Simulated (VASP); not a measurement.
Runs of VASP 6.6.1 on NaVS2. The structure is that of space group R-3m (No. 166), or close to it. The cells are those of the table. 

| spin | cell | gap on the mesh (eV) | pressure (GPa) | largest force (eV/Å) |
| --- | --- | --- | --- | --- |
| off | a = 6.026 Å, angles 30.7°, 4 atoms | none | 38.2 | 2.94 |
| off | a = 6.648 Å, angles 30.7°, 4 atoms | none | (b) | 0.09 |
| off | a = 6.194 Å, angles 30.7°, 4 atoms | none | (a) | 1.88 |
| off | a = 6.504 Å, angles 30.7°, 4 atoms | none | 0.2 | 0.41 |
| off | a = 6.352 Å, angles 30.7°, 4 atoms | none | 8.5 | 1.05 |
| collinear, ferromagnetic start | a = 6.787 Å, angles 30.7°, 4 atoms | none | -6.3 | 0.54 |

Alike in all rows: task single point; level LDA; potentials or basis VASP PAW LDA potentials, release 64 (Na_pv, V_sv, S); k mesh 11 × 11 × 11; cutoff (eV) 520; smearing fermi-dirac 0.03 eV.

Q: Fill in the values left out.

A: (a) 20.7; (b) -5.7.

Caveats: the cell stands under pressure (at least some runs); forces of over 1 eV/Å act on the atoms, so gaps and moduli don't describe the material at rest (at least some runs); the cell stands under tension (at least some runs).

A gap of «none» marks levels without a gap at the run's occupations.
